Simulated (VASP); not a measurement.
# BaCu3Ge (Pm-3m) in VASP: notebook

The runs below take BaCu3Ge through single point, relaxation of cell and atoms, with PBE.

Program: VASP 6.6.1. These are calculated values, not measurements. Logs are shortened: lines on timing, memory, paths and dates and some standing lists are left out, and cuts for length are marked.

## (1) The cell of the first run

The structure is cubic, space group Pm-3m (No. 221). Conventional cell: a = 4.766 Å, b = 4.766 Å, c = 4.766 Å, α = 90.00°, β = 90.00°, γ = 90.00°. Within 4.4 Å of Ba (site symmetry m-3m) lie 12 Cu at 3.37 Å and 8 Ge at 4.13 Å. Cu (site symmetry 4/mmm) has 2 Ge at 2.38 Å within 3.1 Å. Ge (site symmetry m-3m) has 6 Cu at 2.38 Å within 3.1 Å.

## (2) Single point, PBE

File INCAR:

```
SYSTEM = BaCu3Ge
PREC = Accurate
ENCUT = 520
EDIFF = 1E-6
ISMEAR = 0
SIGMA = 0.1
LREAL = .FALSE.
LASPH = .TRUE.
NELM = 60
ALGO = Normal
ISIF = 2
LWAVE = .FALSE.
LCHARG = .FALSE.
GGA = PE
NBANDS = 36
```

File KPOINTS:

```
Automatic mesh
0
G
  6 6 6
  0 0 0
```

File POSCAR:

```
BaCu3Ge
1.0
    4.7660283487      0.0000000000      0.0000000000
    0.0000000000      4.7660283487      0.0000000000
    0.0000000000      0.0000000000      4.7660283487
Ba Cu Ge
1 3 1
Direct
    1.0000000000      0.0000000000      0.0000000000
    0.0000000000      0.5000000000      0.5000000000
    0.5000000000      1.0000000000      0.5000000000
    0.5000000000      0.5000000000      1.0000000000
    0.5000000000      0.5000000000      0.5000000000
```

Potentials or basis: VASP PAW PBE potentials, release 64 (Ba_sv, Cu, Ge_d).

Started as:

```console
$ cat potpaw_PBE.64/Ba_sv/POTCAR potpaw_PBE.64/Cu/POTCAR potpaw_PBE.64/Ge_d/POTCAR > POTCAR
$ mpirun -np 1 vasp_std > vasp.out
```

OUTCAR:

```text
SYSTEM = BaCu3Ge
   PREC = Accurate
   ENCUT = 520
   EDIFF = 1E-6
   ISMEAR = 0
   LREAL = .FALSE.
   LASPH = .TRUE.
   NELM = 60
   ISIF = 2
   GGA = PE

 ion  position               nearest neighbor table
   1  0.000  0.000  0.000-   2 3.37   3 3.37   4 3.37   2 3.37   3 3.37   2 3.37   4 3.37   2 3.37
                             3 3.37   4 3.37   3 3.37   4 3.37
   2  0.000  0.500  0.500-   5 2.38   5 2.38   1 3.37   1 3.37   1 3.37   1 3.37
   3  0.500  0.000  0.500-   5 2.38   5 2.38   1 3.37   1 3.37   1 3.37   1 3.37
   4  0.500  0.500  0.000-   5 2.38   5 2.38   1 3.37   1 3.37   1 3.37   1 3.37
   5  0.500  0.500  0.500-   2 2.38   3 2.38   4 2.38   4 2.38   3 2.38   2 2.38

  LATTYP: Found a simple cubic cell.
 ALAT       =     4.7660283487

  Lattice vectors:

 A1 = (   4.7660283487,   0.0000000000,   0.0000000000)
 A2 = (   0.0000000000,   4.7660283487,   0.0000000000)
 A3 = (   0.0000000000,   0.0000000000,   4.7660283487)

Analysis of symmetry for initial positions (statically):
=====================================================================
 Subroutine PRICEL returns:
 Original cell was already a primitive cell.

 Routine SETGRP: Setting up the symmetry group for a
 simple cubic supercell.

 Subroutine GETGRP returns: Found 48 space group operations
 (whereof 48 operations were pure point group operations)
 out of a pool of 48 trial point group operations.

The static configuration has the point symmetry O_h .

Analysis of symmetry for dynamics (positions and initial velocities):
=====================================================================
 Subroutine PRICEL returns:
 Original cell was already a primitive cell.

 Routine SETGRP: Setting up the symmetry group for a
 simple cubic supercell.

 Subroutine GETGRP returns: Found 48 space group operations
 (whereof 48 operations were pure point group operations)
 out of a pool of 48 trial point group operations.

The dynamic configuration has the point symmetry O_h .

 Subroutine INISYM returns: Found 48 space group operations
 (whereof 48 operations are pure point group operations),
 and found     1 'primitive' translations

----------------------------------------------------------------------------------------

                                     Primitive cell

  volume of cell :     108.2605

  direct lattice vectors                    reciprocal lattice vectors
     4.766028349  0.000000000  0.000000000     0.209818307  0.000000000  0.000000000
     0.000000000  4.766028349  0.000000000     0.000000000  0.209818307  0.000000000
     0.000000000  0.000000000  4.766028349     0.000000000  0.000000000  0.209818307

  length of vectors
     4.766028349  4.766028349  4.766028349     0.209818307  0.209818307  0.209818307

  position of ions in fractional coordinates (direct lattice)
     0.000000000  0.000000000  0.000000000
     0.000000000  0.500000000  0.500000000
     0.500000000  0.000000000  0.500000000
     0.500000000  0.500000000  0.000000000
     0.500000000  0.500000000  0.500000000

  ion indices of the primitive-cell ions
   primitive index   ion index
                 1           1
                 2           2
                 3           3
                 4           4
                 5           5

----------------------------------------------------------------------------------------

 KPOINTS: Automatic mesh

Automatic generation of k-mesh.
 Grid dimensions read from file:
 generate k-points for:    6    6    6

 Generating k-lattice:

  Cartesian coordinates                     Fractional coordinates (reciprocal lattice)
     0.034969718  0.000000000  0.000000000     0.166666667  0.000000000  0.000000000
     0.000000000  0.034969718  0.000000000     0.000000000  0.166666667  0.000000000
     0.000000000  0.000000000  0.034969718     0.000000000  0.000000000  0.166666667

  Length of vectors
     0.034969718  0.034969718  0.034969718

  Shift w.r.t. Gamma in fractional coordinates (k-lattice)
     0.000000000  0.000000000  0.000000000

 Subroutine IBZKPT returns following result:
 ===========================================

 Found     20 irreducible k-points:

 Following reciprocal coordinates:
            Coordinates               Weight
  0.000000  0.000000  0.000000      1.000000
  0.166667  0.000000  0.000000      6.000000
  0.333333  0.000000  0.000000      6.000000
  0.500000  0.000000  0.000000      3.000000
  0.166667  0.166667  0.000000     12.000000
  0.333333  0.166667  0.000000     24.000000
[... 12 lines left out ...]
  0.500000  0.500000  0.333333      6.000000
  0.500000  0.500000  0.500000      1.000000
   k-points           NKPTS =     20   k-points in BZ     NKDIM =     20   number of bands    NBANDS=     36
   number of dos      NEDOS =    301   number of ions     NIONS =      5
   total plane-waves  NPLWV =  46656
   dimension x,y,z NGX =    36 NGY =   36 NGZ =   36
   dimension x,y,z NGXF=    72 NGYF=   72 NGZF=   72
   ions per type =               1   3   1
   NGX,Y,Z   is equivalent  to a cutoff of  12.56, 12.56, 12.56 a.u.
   NGXF,Y,Z  is equivalent  to a cutoff of  25.11, 25.11, 25.11 a.u.
 SYSTEM =  BaCu3Ge
   PREC   = accura    normal or accurate (medium, high low for compatibility)
   ISTART =      0    job   : 0-new  1-cont  2-samecut
   ICHARG =      2    charge: 1-file 2-atom 10-const
   ISPIN  =      1    spin polarized calculation?
   LNONCOLLINEAR =      F non collinear calculations
   LSORBIT =      F    spin-orbit coupling
   LASPH  =      T    aspherical Exc in radial PAW
   ENCUT  =  520.0 eV  38.22 Ry    6.18 a.u.   8.86  8.86  8.86*2*pi/ulx,y,z
   NELM   =     60;   NELMIN=  2; NELMDL= -5     # of ELM steps
   EDIFF  = 0.1E-05   stopping-criterion for ELM
   LREAL  =      F    real-space projection
   EDIFFG = 0.1E-04   stopping-criterion for IOM
   NSW    =      0    number of steps for IOM
   IBRION =     -1    ionic relax: 0-MD 1-quasi-New 2-CG
   NFREE  =      0    steps in history (QN), initial steepest desc. (CG)
   ISIF   =      2    stress and relaxation
   ISYM   =      2    0-nonsym 1-usesym 2-fastsym
   POTIM  = 0.5000    time-step for ionic-motion
   TEBEG  =    0.0;   TEEND  =   0.0 temperature during run
   PSTRESS=    0.0 pullay stress
   NELECT =      57.0000    total number of electrons
   NUPDOWN=      -1.0000    fix difference up-down
   EMIN   =  10.00;   EMAX   =-10.00  energy-range for DOS
   EFERMI =   0.00;   METHOD = LEGACY
   ISMEAR =     0;   SIGMA  =   0.10  broadening in eV -4-tet -1-fermi 0-gaus
   EFERMI_NEDOS =   21; number of points for ismear=-14 and -15
   IALGO  =     38    algorithm
   IMIX   =      4    mixing-type and parameters
     AMIX     =   0.40;   BMIX     =  1.00
     AMIX_MAG =   1.60;   BMIX_MAG =  1.00
  volume/ion in A,a.u.               =      21.65       146.12
  Fermi-wavevector in a.u.,A,eV,Ry     =   1.321934  2.498093 23.776316  1.747510
  Thomas-Fermi vector in A             =   2.451652
   LORBIT       =      0    0 simple, 1 ext, 2 COOP (PROOUT), +10 PAW based schemes
   GGA     = PE    functional components
   LHFCALC =     F    Hartree Fock is set to
   AEXX    =    0.0000 exact exchange contribution
   IVDW    =     0    specifies the selected vdW correction
   LEPSILON=     F    determine dielectric tensor
   LRPA    =     F    only Hartree local field effects (RPA)
 non-spin polarized calculation
 Gauss-broadening in eV      SIGMA  =   0.10
  energy-cutoff  :      520.00
  volume of cell :      108.26
 maximum number of plane-waves:      2968
 NGX is ok and might be reduce to    36
   NGX = 17   NGY = 17   NGZ = 17

 number of electron      57.0000097 magnetization

 Free energy of the ion-electron system (eV)
  ---------------------------------------------------
  ext. energy  EPLUGINS =         0.00000000
  ---------------------------------------------------
  free energy    TOTEN  =       -17.47177702 eV

  energy without entropy =      -17.45803019  energy(sigma->0) =      -17.46490361

 E-fermi :   4.7750     XC(G=0): -10.1442

 val. band max:        4.7712394713   @ k =   0.5000   0.3333   0.3333
 cond. band min:       4.7864300847   @ k =   0.1667   0.0000   0.0000
 fundamental gap:      0.0151906135
 Fermi energy:         4.7749806798

 k-point     1 :       0.0000    0.0000    0.0000
  band No.  band energies     occupation
      1     -23.4371      2.00000
      2     -19.9027      2.00000
      3     -19.9027      2.00000
      4     -19.8519      2.00000
      5     -19.8519      2.00000
      6     -19.8519      2.00000
[... 28 lines left out ...]
     35       9.7396      0.00000
     36       9.7410      0.00000

 k-point     2 :       0.1667    0.0000    0.0000
  band No.  band energies     occupation
      1     -23.4352      2.00000
      2     -19.9027      2.00000
      3     -19.9010      2.00000
      4     -19.8519      2.00000
      5     -19.8518      2.00000
      6     -19.8518      2.00000
[... 28 lines left out ...]
     35       8.5077      0.00000
     36      10.0580      0.00000

 k-point     3 :       0.3333    0.0000    0.0000
  band No.  band energies     occupation
      1     -23.4313      2.00000
      2     -19.9027      2.00000
      3     -19.8977      2.00000
      4     -19.8519      2.00000
      5     -19.8516      2.00000
      6     -19.8516      2.00000
[... 28 lines left out ...]
     35       8.5604      0.00000
     36       8.9844      0.00000
[... 586 lines left out ...]
 k-point    19 :       0.5000    0.5000    0.3333
  band No.  band energies     occupation
      1     -23.4176      2.00000
      2     -19.8944      2.00000
      3     -19.8927      2.00000
      4     -19.8511      2.00000
      5     -19.8511      2.00000
      6     -19.8509      2.00000
[... 28 lines left out ...]
     35       9.6176      0.00000
     36       9.6176      0.00000

 k-point    20 :       0.5000    0.5000    0.5000
  band No.  band energies     occupation
      1     -23.4160      2.00000
      2     -19.8927      2.00000
      3     -19.8927      2.00000
      4     -19.8510      2.00000
      5     -19.8510      2.00000
      6     -19.8510      2.00000
[... 28 lines left out ...]
     35       9.6092      0.00000
     36       9.6094      0.00000

------------------------ aborting loop because EDIFF is reached ----------------------------------------

  FORCE on cell =-STRESS in cart. coord.  units (eV):
  Direction    XX          YY          ZZ          XY          YZ          ZX
  --------------------------------------------------------------------------------------
  -------------------------------------------------------------------------------------
  Total        0.1339188      0.1339188      0.1339188     -0.0000000      0.0000000      0.0000000
  in kB        1.9819024      1.9819024      1.9819024     -0.0000000      0.0000000      0.0000000
  external PRESSURE =       1.9819024 kB  Pullay stress =       0.0000000 kB

 VOLUME and BASIS-vectors are now :
 -----------------------------------------------------------------------------
  energy-cutoff  :      520.00
  volume of cell :      108.26
      direct lattice vectors                 reciprocal lattice vectors
     4.766028349  0.000000000  0.000000000     0.209818307  0.000000000  0.000000000
     0.000000000  4.766028349  0.000000000     0.000000000  0.209818307  0.000000000
     0.000000000  0.000000000  4.766028349     0.000000000  0.000000000  0.209818307

 POSITION                                       TOTAL-FORCE (eV/Angst)
 -----------------------------------------------------------------------------------
      0.00000      0.00000      0.00000         0.000000      0.000000      0.000000
      0.00000      2.38301      2.38301         0.000000      0.000000      0.000000
      2.38301      0.00000      2.38301         0.000000      0.000000      0.000000
      2.38301      2.38301      0.00000         0.000000      0.000000      0.000000
      2.38301      2.38301      2.38301         0.000000      0.000000      0.000000
 -----------------------------------------------------------------------------------
    total drift:                                0.000000      0.000000      0.000000

  FREE ENERGIE OF THE ION-ELECTRON SYSTEM (eV)
  ---------------------------------------------------
  free  energy   TOTEN  =       -17.4717770228 eV

  energy  without entropy=      -17.4580301888  energy(sigma->0) =      -17.46490361
```

Run time: 50 s. Hardware: 1 thread of AMD EPYC 9R45 (Zen 5), shared host; peak memory 0.22 GiB.

Results:

- Free energy: -17.4718 eV
- Pressure: 0.2 GPa
- Band gap on the k mesh: zero (an odd number of electrons rules out a gap without spin polarisation)

Levels at points of the mesh, in eV from the Fermi level:
```csv
k point,band 26,band 27,band 28,band 29,band 30,band 31,band 32,band 33
"(0.00, 0.00, 0.00)",-2.25,-2.25,-2.25,-0.65,-0.65,0.81,3.71,3.71
"(0.50, 0.00, 0.00)",-2.79,-1.50,-1.50,0.51,0.54,1.10,2.95,2.95
"(0.50, 0.50, 0.00)",-2.30,-2.30,-1.44,-0.40,-0.10,1.16,1.16,4.20
"(0.50, 0.50, 0.50)",-2.12,-2.12,-2.12,0.47,0.47,0.47,4.75,4.75
```

Caveat: spin-orbit coupling is left out, which moves the levels of the heavy elements.

## (3) Relaxation of cell and atoms, PBE

This run uses another cell than the first one, of 21.49 Å³/atom.

File INCAR:

```
SYSTEM = BaCu3Ge
ALGO     = Fast           ! electronic algorithm
EDIFF    = 1E-6           ! SCF threshold, eV
EDIFFG   = -0.01          ! ionic threshold
ENCUT    = 600            ! plane-wave cutoff, eV
GGA      = PE             ! functional
IBRION   = 2              ! ionic algorithm
ISIF     = 3              ! what is computed and relaxed
ISMEAR   = 0              ! smearing method
LASPH    = .True.         ! aspherical terms in the spheres
LCHARG   = .False.        ! write CHGCAR
LREAL    = .False.        ! projectors in reciprocal space
LWAVE    = .False.        ! write WAVECAR
NELM     = 60             ! most SCF steps
NSW      = 100            ! ionic steps
PREC     = Accurate       ! precision mode
SIGMA    = 0.1            ! smearing width, eV
```

File KPOINTS:

```
k-points
0
Gamma
  8 8 8
  0 0 0
```

File POSCAR:

```
BaCu3Ge
1.0
    4.7544089618      0.0000000000      0.0000000000
    0.0000000000      4.7544089618      0.0000000000
    0.0000000000      0.0000000000      4.7544089618
Ba Cu Ge
1 3 1
Direct
    0.0000000000      0.0000000000      0.0000000000
    0.0000000000      0.5000000000      0.5000000000
    0.5000000000      0.0000000000      0.5000000000
    0.5000000000      0.5000000000      0.0000000000
    0.5000000000      0.5000000000      0.5000000000
```

Potentials or basis: VASP PAW PBE potentials, release 64 (Ba_sv, Cu, Ge_d).

Started as:

```console
$ cat potpaw_PBE.64/Ba_sv/POTCAR potpaw_PBE.64/Cu/POTCAR potpaw_PBE.64/Ge_d/POTCAR > POTCAR
$ mpirun -np 1 vasp_std > vasp.out
```

Run time: 10 min. Hardware: 1 thread of AMD EPYC 9R45 (Zen 5), shared host; peak memory 0.34 GiB.

Results (log left out):

```
Free energy                           : -17.4791 eV
Relaxed volume                        : 21.82 Å³/atom
Relaxed cell                          : a = 4.778 Å, b = 4.778 Å, c = 4.778 Å, α = 90.00°, β = 90.00°, γ = 90.00°
Space group after relaxing (to 0.1 Å) : Pm-3m (No. 221)
Energy gained by relaxing             : 1.2 meV/atom
Ionic steps                           : 6
Pressure after relaxing               : -0.1 GPa
Band gap on the k mesh                : zero (an odd number of electrons rules out a gap without spin polarisation)
```

The path:
| step | energy change (eV) | largest force (eV/Å) | pressure (GPa) | volume (Å³) |
| --- | --- | --- | --- | --- |
| 1 | 0.0000 | 0.0000 | 0.75 | 107.47 |
| 2 | -0.0058 | 0.0000 | -0.14 | 109.04 |
| 3 | -0.0058 | 0.0000 | 0.11 | 108.95 |
| 4 | -0.0059 | 0.0000 | 0.10 | 108.99 |
| 5 | -0.0059 | 0.0000 | 0.08 | 109.02 |
| 6 | -0.0059 | 0.0000 | -0.05 | 109.11 |

Final structure:
```xyz
5
Lattice="4.7785 0.0000 0.0000 0.0000 4.7785 0.0000 0.0000 0.0000 4.7785" Properties=species:S:1:pos:R:3 pbc="T T T"
Ba    0.0000    0.0000    0.0000
Cu    0.0000    2.3892    2.3892
Cu    2.3892    0.0000    2.3892
Cu    2.3892    2.3892    0.0000
Ge    2.3892    2.3892    2.3892
```

Levels at points of the mesh, in eV from the Fermi level:
| k point | band 24 | band 25 | band 26 | band 27 | band 28 | band 29 | band 30 | band 31 | band 32 | band 33 |
| --- | --- | --- | --- | --- | --- | --- | --- | --- | --- | --- |
| (0.00, 0.00, 0.00) | -2.83 | -2.76 | -2.29 | -2.29 | -2.29 | -0.70 | -0.70 | 0.72 | 3.64 | 3.64 |
| (0.50, 0.00, 0.00) | -2.98 | -2.93 | -2.83 | -1.54 | -1.54 | 0.44 | 0.50 | 1.02 | 2.88 | 2.88 |
| (0.50, 0.50, 0.00) | -3.01 | -2.95 | -2.35 | -2.35 | -1.47 | -0.46 | -0.17 | 1.11 | 1.11 | 4.13 |
| (0.50, 0.50, 0.50) | -2.82 | -2.82 | -2.17 | -2.17 | -2.17 | 0.41 | 0.41 | 0.41 | 4.67 | 4.73 |

Caveat: spin-orbit coupling is left out, which moves the levels of the heavy elements.

The gap in the log of VASP goes by the Fermi energy; the results here count the filled bands.